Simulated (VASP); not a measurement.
# ZnMo3 (Pm-3m) in VASP: settings compared

The runs below take ZnMo3 through density of states, with LDA, PBE.

All numbers are computed with VASP 6.6.1; they aren't measurements. Logs are shortened: lines on timing, memory, paths and dates and some standing lists are left out, and cuts for length are marked.

## Step 1: The cell of the first run

The structure is cubic, space group Pm-3m (No. 221). The conventional cell has a = 3.943 Å, b = 3.943 Å, c = 3.943 Å, α = 90.00°, β = 90.00°, γ = 90.00°. Within 3.7 Å of Mo (site symmetry 4/mmm) lie 8 Mo at 2.79 Å and 4 Zn at 2.79 Å. Zn (site symmetry m-3m) has 12 Mo at 2.79 Å within 3.7 Å.

## Step 2: Density of states, LDA

POSCAR reads:

```
ZnMo3
1.0
    3.9431540000      0.0000000000      0.0000000000
    0.0000000000      3.9431540000      0.0000000000
    0.0000000000      0.0000000000      3.9431540000
Mo Zn
3 1
Direct
    0.5000000000      0.5000000000      0.0000000000
    0.5000000000      0.0000000000      0.5000000000
    0.0000000000      0.5000000000      0.5000000000
    0.0000000000      0.0000000000      0.0000000000
```

INCAR.step1 reads:

```
ALGO = Normal
EDIFF = 1E-6
ENCUT = 520
ISIF = 2
ISMEAR = -1
LASPH = T
LCHARG = T
LMAXMIX = 4
LREAL = F
LWAVE = F
NBANDS = 35
NELM = 100
PREC = Accurate
SIGMA = 0.05
```

KPOINTS.step1 reads:

```
k-points
0
Gamma
  4 4 4
```

INCAR.step2 reads:

```
ALGO = Normal
EDIFF = 1E-6
ENCUT = 520
ICHARG = 11
ISIF = 2
ISMEAR = -5
LASPH = T
LCHARG = F
LMAXMIX = 4
LORBIT = 10
LREAL = F
LWAVE = F
NBANDS = 35
NEDOS = 2001
NELM = 100
PREC = Accurate
SIGMA = 0.05
```

KPOINTS.step2 reads:

```
k-points
0
Gamma
  6 6 6
```

Potentials or basis: VASP PAW LDA potentials, release 64 (Mo_sv, Zn).

Run with:

```console
$ cat potpaw_LDA.64/Mo_sv/POTCAR potpaw_LDA.64/Zn/POTCAR > POTCAR
$ cp INCAR.step1 INCAR
$ cp KPOINTS.step1 KPOINTS
$ mpirun -np 1 vasp_std > vasp.out
$ cp INCAR.step2 INCAR
$ cp KPOINTS.step2 KPOINTS
$ mpirun -np 1 vasp_std > vasp.out
```

OUTCAR:

```text
EDIFF = 1E-6
   ENCUT = 520
   ICHARG = 11
   ISIF = 2
   ISMEAR = -5
   LASPH = T
   LORBIT = 10
   LREAL = F
   NELM = 100
   PREC = Accurate

 ion  position               nearest neighbor table
   1  0.500  0.500  0.000-   2 2.79   3 2.79   4 2.79   2 2.79   3 2.79   2 2.79   4 2.79   2 2.79
                             3 2.79   4 2.79   3 2.79   4 2.79
   2  0.500  0.000  0.500-   1 2.79   3 2.79   4 2.79   1 2.79   4 2.79   1 2.79   3 2.79   1 2.79
                             3 2.79   4 2.79   4 2.79   3 2.79
   3  0.000  0.500  0.500-   1 2.79   2 2.79   4 2.79   1 2.79   4 2.79   2 2.79   4 2.79   4 2.79
                             1 2.79   2 2.79   1 2.79   2 2.79
   4  0.000  0.000  0.000-   1 2.79   2 2.79   3 2.79   2 2.79   3 2.79   1 2.79   3 2.79   3 2.79
                             1 2.79   2 2.79   2 2.79   1 2.79

  LATTYP: Found a simple cubic cell.
 ALAT       =     3.9431540000

  Lattice vectors:

 A1 = (   3.9431540000,   0.0000000000,   0.0000000000)
 A2 = (   0.0000000000,   3.9431540000,   0.0000000000)
 A3 = (   0.0000000000,   0.0000000000,   3.9431540000)

Analysis of symmetry for initial positions (statically):
=====================================================================
 Subroutine PRICEL returns:
 Original cell was already a primitive cell.

 Routine SETGRP: Setting up the symmetry group for a
 simple cubic supercell.

 Subroutine GETGRP returns: Found 48 space group operations
 (whereof 48 operations were pure point group operations)
 out of a pool of 48 trial point group operations.

The static configuration has the point symmetry O_h .

Analysis of symmetry for dynamics (positions and initial velocities):
=====================================================================
 Subroutine PRICEL returns:
 Original cell was already a primitive cell.

 Routine SETGRP: Setting up the symmetry group for a
 simple cubic supercell.

 Subroutine GETGRP returns: Found 48 space group operations
 (whereof 48 operations were pure point group operations)
 out of a pool of 48 trial point group operations.

The dynamic configuration has the point symmetry O_h .

 Subroutine INISYM returns: Found 48 space group operations
 (whereof 48 operations are pure point group operations),
 and found     1 'primitive' translations

----------------------------------------------------------------------------------------

                                     Primitive cell

  volume of cell :      61.3100

  direct lattice vectors                    reciprocal lattice vectors
     3.943154000  0.000000000  0.000000000     0.253604095  0.000000000  0.000000000
     0.000000000  3.943154000  0.000000000     0.000000000  0.253604095  0.000000000
     0.000000000  0.000000000  3.943154000     0.000000000  0.000000000  0.253604095

  length of vectors
     3.943154000  3.943154000  3.943154000     0.253604095  0.253604095  0.253604095

  position of ions in fractional coordinates (direct lattice)
     0.500000000  0.500000000  0.000000000
     0.500000000  0.000000000  0.500000000
     0.000000000  0.500000000  0.500000000
     0.000000000  0.000000000  0.000000000

  ion indices of the primitive-cell ions
   primitive index   ion index
                 1           1
                 2           2
                 3           3
                 4           4

----------------------------------------------------------------------------------------

 KPOINTS: k-points

Automatic generation of k-mesh.
 Grid dimensions read from file:
 generate k-points for:    6    6    6

 Generating k-lattice:

  Cartesian coordinates                     Fractional coordinates (reciprocal lattice)
     0.042267349  0.000000000  0.000000000     0.166666667  0.000000000  0.000000000
     0.000000000  0.042267349  0.000000000     0.000000000  0.166666667  0.000000000
     0.000000000  0.000000000  0.042267349     0.000000000  0.000000000  0.166666667

  Length of vectors
     0.042267349  0.042267349  0.042267349

  Shift w.r.t. Gamma in fractional coordinates (k-lattice)
     0.000000000  0.000000000  0.000000000

 TETIRR: Found    104 inequivalent tetrahedra from     1296

 Subroutine IBZKPT returns following result:
 ===========================================

 Found     20 irreducible k-points:

 Following reciprocal coordinates:
            Coordinates               Weight
  0.000000  0.000000  0.000000      1.000000
  0.166667  0.000000  0.000000      6.000000
  0.333333  0.000000  0.000000      6.000000
  0.500000  0.000000  0.000000      3.000000
  0.166667  0.166667  0.000000     12.000000
  0.333333  0.166667  0.000000     24.000000
[... 12 lines left out ...]
  0.500000  0.500000  0.333333      6.000000
  0.500000  0.500000  0.500000      1.000000
   k-points           NKPTS =     20   k-points in BZ     NKDIM =     20   number of bands    NBANDS=     35
   number of dos      NEDOS =   2001   number of ions     NIONS =      4
   total plane-waves  NPLWV =  27000
   dimension x,y,z NGX =    30 NGY =   30 NGZ =   30
   dimension x,y,z NGXF=    60 NGYF=   60 NGZF=   60
   ions per type =               3   1
   NGX,Y,Z   is equivalent  to a cutoff of  12.65, 12.65, 12.65 a.u.
   NGXF,Y,Z  is equivalent  to a cutoff of  25.30, 25.30, 25.30 a.u.
 SYSTEM =  unknown system
   PREC   = accura    normal or accurate (medium, high low for compatibility)
   ISTART =      0    job   : 0-new  1-cont  2-samecut
   ICHARG =     11    charge: 1-file 2-atom 10-const
   ISPIN  =      1    spin polarized calculation?
   LNONCOLLINEAR =      F non collinear calculations
   LSORBIT =      F    spin-orbit coupling
   LASPH  =      T    aspherical Exc in radial PAW
   ENCUT  =  520.0 eV  38.22 Ry    6.18 a.u.   7.33  7.33  7.33*2*pi/ulx,y,z
   NELM   =    100;   NELMIN=  2; NELMDL=  0     # of ELM steps
   EDIFF  = 0.1E-05   stopping-criterion for ELM
   LREAL  =      F    real-space projection
   EDIFFG = 0.1E-04   stopping-criterion for IOM
   NSW    =      0    number of steps for IOM
   IBRION =     -1    ionic relax: 0-MD 1-quasi-New 2-CG
   NFREE  =      0    steps in history (QN), initial steepest desc. (CG)
   ISIF   =      2    stress and relaxation
   ISYM   =      2    0-nonsym 1-usesym 2-fastsym
   POTIM  = 0.5000    time-step for ionic-motion
   TEBEG  =    0.0;   TEEND  =   0.0 temperature during run
   PSTRESS=    0.0 pullay stress
   NELECT =      54.0000    total number of electrons
   NUPDOWN=      -1.0000    fix difference up-down
   EMIN   =  10.00;   EMAX   =-10.00  energy-range for DOS
   EFERMI =   0.00;   METHOD = LEGACY
   ISMEAR =    -5;   SIGMA  =   0.05  broadening in eV -4-tet -1-fermi 0-gaus
   EFERMI_NEDOS =   21; number of points for ismear=-14 and -15
   IALGO  =     38    algorithm
   IMIX   =      4    mixing-type and parameters
     AMIX     =   0.40;   BMIX     =  1.00
     AMIX_MAG =   1.60;   BMIX_MAG =  1.00
  volume/ion in A,a.u.               =      15.33       103.44
  Fermi-wavevector in a.u.,A,eV,Ry     =   1.569263  2.965477 33.505513  2.462586
  Thomas-Fermi vector in A             =   2.671171
   LORBIT       =     10    0 simple, 1 ext, 2 COOP (PROOUT), +10 PAW based schemes
   GGA     = CA    functional components
   LHFCALC =     F    Hartree Fock is set to
   AEXX    =    0.0000 exact exchange contribution
   IVDW    =     0    specifies the selected vdW correction
   LEPSILON=     F    determine dielectric tensor
   LRPA    =     F    only Hartree local field effects (RPA)
 non-spin polarized calculation
 Fermi weights with tetrahedron method with Bloechl corrections
  energy-cutoff  :      520.00
  volume of cell :       61.31
 maximum number of plane-waves:      1671
 NGX is ok and might be reduce to    30

 number of electron      54.0000015 magnetization

 Free energy of the ion-electron system (eV)
  ---------------------------------------------------
  ext. energy  EPLUGINS =         0.00000000
  ---------------------------------------------------
  free energy    TOTEN  =       -37.51991848 eV

  energy without entropy =      -37.51991848  energy(sigma->0) =      -37.51991848

 E-fermi :  10.0810     XC(G=0): -13.2816

 val. band max:       10.1955942448   @ k =   0.3333   0.3333   0.0000
 cond. band min:       9.9194872577   @ k =   0.5000   0.1667   0.0000
 fundamental gap:     -0.2761069872
 Fermi energy:        10.0810234740

 k-point     1 :       0.0000    0.0000    0.0000
  band No.  band energies     occupation
      1     -50.6262      2.00000
      2     -50.3551      2.00000
      3     -50.3551      2.00000
      4     -25.2637      2.00000
      5     -25.2637      2.00000
      6     -25.2637      2.00000
[... 27 lines left out ...]
     34      14.6732      0.00000
     35      14.6732      0.00000

 k-point     2 :       0.1667    0.0000    0.0000
  band No.  band energies     occupation
      1     -50.6102      2.00000
      2     -50.3713      2.00000
      3     -50.3549      2.00000
      4     -25.2269      2.00000
      5     -25.2269      2.00000
      6     -25.2065      2.00000
[... 27 lines left out ...]
     34      14.6812      0.00000
     35      14.8726      0.00000

 k-point     3 :       0.3333    0.0000    0.0000
  band No.  band energies     occupation
      1     -50.5692      2.00000
      2     -50.4127      2.00000
      3     -50.3545      2.00000
      4     -25.1371      2.00000
      5     -25.1371      2.00000
      6     -25.0471      2.00000
[... 27 lines left out ...]
     34      14.6779      0.00000
     35      16.4531      0.00000

 k-point     4 :       0.5000    0.0000    0.0000
  band No.  band energies     occupation
      1     -50.5362      2.00000
      2     -50.4459      2.00000
      3     -50.3543      2.00000
      4     -25.0766      2.00000
      5     -25.0766      2.00000
      6     -24.8734      2.00000
[... 27 lines left out ...]
     34      14.6795      0.00000
     35      16.5596      0.00000

 k-point     5 :       0.1667    0.1667    0.0000
  band No.  band energies     occupation
      1     -50.5952      2.00000
      2     -50.3777      2.00000
      3     -50.3634      2.00000
      4     -25.2496      2.00000
      5     -25.1892      2.00000
      6     -25.1050      2.00000
[... 486 lines left out ...]
 k-point    18 :       0.5000    0.3333    0.3333
  band No.  band energies     occupation
      1     -50.4669      2.00000
      2     -50.4442      2.00000
      3     -50.4215      2.00000
      4     -25.4422      2.00000
      5     -25.1617      2.00000
      6     -25.1379      2.00000
[... 27 lines left out ...]
     34      13.8201      0.00000
     35      14.4380      0.00000

 k-point    19 :       0.5000    0.5000    0.3333
  band No.  band energies     occupation
      1     -50.4440      2.00000
      2     -50.4439      2.00000
      3     -50.4439      2.00000
      4     -25.4996      2.00000
      5     -25.2085      2.00000
      6     -25.1483      2.00000
[... 27 lines left out ...]
     34      13.5425      0.00000
     35      14.3170      0.00000

 k-point    20 :       0.5000    0.5000    0.5000
  band No.  band energies     occupation
      1     -50.4436      2.00000
      2     -50.4436      2.00000
      3     -50.4436      2.00000
      4     -25.5735      2.00000
      5     -25.2071      2.00000
      6     -25.2071      2.00000
[... 27 lines left out ...]
     34      14.0186      0.00000
     35      14.0186      0.00000

------------------------ aborting loop because EDIFF is reached ----------------------------------------

  FORCE on cell =-STRESS in cart. coord.  units (eV):
  Direction    XX          YY          ZZ          XY          YZ          ZX
  --------------------------------------------------------------------------------------
  -------------------------------------------------------------------------------------
  Total       -4.8816196     -4.8816196     -4.8816196      0.0000000      0.0000000     -0.0000000
  in kB     -127.5684574   -127.5684574   -127.5684574      0.0000000      0.0000000     -0.0000000
  external PRESSURE =    -127.5684574 kB  Pullay stress =       0.0000000 kB

 VOLUME and BASIS-vectors are now :
 -----------------------------------------------------------------------------
  energy-cutoff  :      520.00
  volume of cell :       61.31
      direct lattice vectors                 reciprocal lattice vectors
     3.943154000  0.000000000  0.000000000     0.253604095  0.000000000  0.000000000
     0.000000000  3.943154000  0.000000000     0.000000000  0.253604095  0.000000000
     0.000000000  0.000000000  3.943154000     0.000000000  0.000000000  0.253604095

 POSITION                                       TOTAL-FORCE (eV/Angst)
 -----------------------------------------------------------------------------------
      1.97158      1.97158      0.00000         0.000000      0.000000      0.000000
      1.97158      0.00000      1.97158         0.000000      0.000000      0.000000
      0.00000      1.97158      1.97158         0.000000      0.000000      0.000000
      0.00000      0.00000      0.00000         0.000000      0.000000      0.000000
 -----------------------------------------------------------------------------------
    total drift:                               -0.000000      0.000000     -0.000000

  FREE ENERGIE OF THE ION-ELECTRON SYSTEM (eV)
  ---------------------------------------------------
  free  energy   TOTEN  =       -37.5199184849 eV

  energy  without entropy=      -37.5199184849  energy(sigma->0) =      -37.51991848

 total charge

# of ion       s       p       d       tot
------------------------------------------
    1        2.356   6.169   3.932  12.457
    2        2.356   6.169   3.932  12.457
    3        2.356   6.169   3.932  12.457
    4        0.635   0.679   9.698  11.013
--------------------------------------------------
tot          7.703  19.186  21.494  48.383
```

Wall time 1.7 min (1 thread of AMD EPYC 7R13, shared host); peak memory 0.13 GiB.

Results:

* Valence electrons inside the program's atomic spheres: Mo 12.46; Zn 11.01

Levels at points of the mesh, in eV from the Fermi level:
```
           k point  band 23  band 24  band 25  band 26  band 27  band 28  band 29  band 30  band 31  band 32
(0.00, 0.00, 0.00)    -3.08    -3.08     0.89     0.89     0.89     2.06     2.06     2.06     2.59     2.59
(0.50, 0.00, 0.00)    -2.76    -1.40    -0.79    -0.79    -0.39     0.04     0.32     0.87     0.87     1.19
(0.50, 0.50, 0.00)    -2.28    -2.19    -2.15    -0.66    -0.66     0.28     0.28     0.31     1.48     1.51
(0.50, 0.50, 0.50)    -1.24    -1.24    -0.32    -0.32    -0.32     0.71     0.71     0.71     1.65     1.66
```

Caveat: the k points lie up to 0.40 Å⁻¹ apart; tetrahedron occupations give inexact forces and stress in metals.

## Step 3: Density of states, PBE

POSCAR is that of step 2.

INCAR.step1 reads:

```
ALGO     = Fast           # electronic algorithm
EDIFF    = 1E-7           # SCF threshold, eV
ENCUT    = 520            # plane-wave cutoff, eV
GGA      = PE             # functional
ISIF     = 2              # what is computed and relaxed
ISMEAR   = -1             # smearing method
LASPH    = True           # aspherical terms in the spheres
LCHARG   = True           # write CHGCAR
LMAXMIX  = 4              # l up to which the mixer works
LREAL    = False          # projectors in reciprocal space
LWAVE    = False          # write WAVECAR
NBANDS   = 35             # bands
NELM     = 80             # most SCF steps
PREC     = Accurate       # precision mode
SIGMA    = 0.05           # smearing width, eV
```

KPOINTS.step1 is that of step 2.

INCAR.step2 reads:

```
ALGO     = Fast           # electronic algorithm
EDIFF    = 1E-7           # SCF threshold, eV
ENCUT    = 520            # plane-wave cutoff, eV
GGA      = PE             # functional
ICHARG   = 11             # starting density
ISIF     = 2              # what is computed and relaxed
ISMEAR   = -5             # smearing method
LASPH    = True           # aspherical terms in the spheres
LCHARG   = False          # write CHGCAR
LMAXMIX  = 4              # l up to which the mixer works
LORBIT   = 11             # projections on sites
LREAL    = False          # projectors in reciprocal space
LWAVE    = False          # write WAVECAR
NEDOS    = 1001           # points of the DOS
NELM     = 80             # most SCF steps
PREC     = Accurate       # precision mode
SIGMA    = 0.05           # smearing width, eV
```

KPOINTS.step2 is that of step 2.

Potentials or basis: VASP PAW PBE potentials, release 64 (Mo_sv, Zn).

Run with:

```console
$ cat potpaw_PBE.64/Mo_sv/POTCAR potpaw_PBE.64/Zn/POTCAR > POTCAR
$ cp INCAR.step1 INCAR
$ cp KPOINTS.step1 KPOINTS
$ mpirun -np 1 vasp_std > vasp.out
$ cp INCAR.step2 INCAR
$ cp KPOINTS.step2 KPOINTS
$ mpirun -np 1 vasp_std > vasp.out
```

Wall time 2.4 min (1 thread of AMD EPYC 7R13, shared host); peak memory 0.14 GiB.

It converged, with:

```
Valence electrons inside the program's atomic spheres : Mo 12.44; Zn 10.99
```

Levels at points of the mesh, in eV from the Fermi level:
```csv
k point,band 25,band 26,band 27,band 28,band 29,band 30
"(0.00, 0.00, 0.00)",0.90,0.90,0.90,2.06,2.06,2.06
"(0.50, 0.00, 0.00)",-0.82,-0.82,-0.38,0.05,0.35,0.87
"(0.50, 0.50, 0.00)",-2.18,-0.69,-0.69,0.30,0.30,0.31
"(0.50, 0.50, 0.50)",-0.35,-0.35,-0.35,0.75,0.75,0.75
```

Caveat: the k points lie up to 0.40 Å⁻¹ apart; tetrahedron occupations give inexact forces and stress in metals.
